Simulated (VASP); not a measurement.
ZrB:

```xyz
2
Lattice="0.0000 2.3250 2.3250 2.3250 0.0000 2.3250 2.3250 2.3250 0.0000" Properties=species:S:1:pos:R:3 pbc="T T T"
Zr    0.0000    0.0000    0.0000
B     2.3250    2.3250    2.3250
```

* Program: VASP 6.6.1
* Task: relaxation of cell and atoms
* Functional: PBE
* Dispersion: D4
* Potentials or basis: VASP PAW PBE potentials, release 64 (Zr_sv, B)
* Cutoff: 600 eV
* k mesh: 10 × 10 × 10
* Occupations: fermi-dirac, width 0.05 eV
* Spin: no spin polarisation

At the start: pressure 30.2 GPa; volume 12.57 Å³/atom.

Task: Where does the relaxation end?

Result: Over 19 steps the energy falls by 158.2 meV/atom and the volume is 14.45 Å³/atom (+15.0 %); space group Fm-3m (No. 225, to 0.05 Å).

The path:
```csv
step,energy change (eV),largest force (eV/Å),pressure (GPa),volume (Å³)
1,0.0000,0.0000,30.23,25.14
2,0.1394,0.0000,-21.25,34.79
3,-0.3160,0.0000,-0.93,29.06
4,-0.3164,0.0000,-0.13,28.92
5,-0.3164,0.0000,0.32,28.84
6,-0.3164,0.0000,0.34,28.84
7,-0.3164,0.0000,0.31,28.84
8,-0.3164,0.0000,0.30,28.84
9,-0.3164,0.0000,0.30,28.84
10,-0.3164,0.0000,0.30,28.84
11,-0.3164,0.0000,0.30,28.84
12,-0.3164,0.0000,0.30,28.84
13,-0.3164,0.0000,0.30,28.85
14,-0.3164,0.0000,0.31,28.85
15,-0.3164,0.0000,0.25,28.85
16,-0.3164,0.0000,0.21,28.86
17,-0.3164,0.0000,0.12,28.88
18,-0.3164,0.0000,-0.16,28.92
19,-0.3165,0.0000,-0.03,28.90
```

Final structure:
```
Zr B
1.0
     0.00000    2.43568    2.43568
     2.43568    0.00000    2.43568
     2.43568    2.43568    0.00000
Zr B
1 1
Direct
  0.00000 0.00000 0.00000
  0.50000 0.50000 0.50000
```

Caveat: the volume moved by +15 % from the deposited cell, more than functionals usually miss; pairwise dispersion overbinds metals, which lowers pressure and volume.
